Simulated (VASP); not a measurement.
Runs of VASP 6.6.1 on BeS. Symmetry: Pm-3m, No. 221, cubic system. The conventional cell has a = 2.941 Å, b = 2.941 Å, c = 2.941 Å, α = 90.00°, β = 90.00°, γ = 90.00°. Be (site symmetry m-3m) has 8 S at 2.55 Å and 6 Be at 2.94 Å within 3.4 Å. S (site symmetry m-3m) has 8 Be at 2.55 Å and 6 S at 2.94 Å within 3.4 Å. 

```csv
level,potentials or basis,k mesh,cutoff (eV),smearing,grid for exact exchange (PRECFOCK),share of exact exchange,screening parameter,gap on the mesh (eV),pressure (GPa)
PBEsol,"VASP PAW PBE potentials, release 64 (Be, S)",6 × 6 × 6,600,gaussian 0.05 eV,-,-,-,none,-4.9
PBEsol,"VASP PAW PBE potentials, release 64 (Be, S)",3 × 3 × 3,600,fermi-dirac 0.02 eV,-,-,-,0.14,(b)
r2SCAN50,"VASP PAW PBE potentials, release 64 (Be, S)",4 × 4 × 4,580,fermi-dirac 0.02 eV,Normal,0.5,-,none,-5.0
PBEsol,"VASP PAW PBE potentials, release 64 (Be, S)",6 × 6 × 6,600,fermi-dirac 0.02 eV,-,-,-,none,-4.9
PBEsol,"VASP PAW PBE potentials, release 64 (Be, S)",6 × 6 × 6,600,tetrahedron,-,-,-,none,-2.3
LDA,"VASP PAW LDA potentials, release 64 (Be, S)",6 × 6 × 6,600,fermi-dirac 0.02 eV,-,-,-,none,-6.8
HSE06,"VASP PAW PBE potentials, release 64 (Be, S)",4 × 4 × 4,520,methfessel-paxton 0.05 eV,Normal,0.25,0.2079 1/Å,none,(a)
PBEsol,"VASP PAW PBE potentials, release 64 (Be, S)",6 × 6 × 6,600,methfessel-paxton 0.2 eV,-,-,-,none,-4.7
```

Alike in all rows: task single point; no spin polarisation; cell as given.

**Question.** Estimate the missing entries.

**Answer.** (a) -3.7; (b) 8.5.

Caveats: some runs use coarse meshes; the structure was generated, so it needn't be the stable form of BeS; the PAW data sets were made with another functional, which shifts forces and pressure a little (at least some runs); the cell stands under tension (at least some runs); semilocal functionals underestimate gaps, and a narrow one can read as zero (at least some runs); an odd mesh through Γ misses points on the zone boundary, where band edges can lie (at least some runs); tetrahedron occupations give inexact forces and stress in metals (at least some runs).

A gap of «none» marks levels without a gap at the run's occupations.
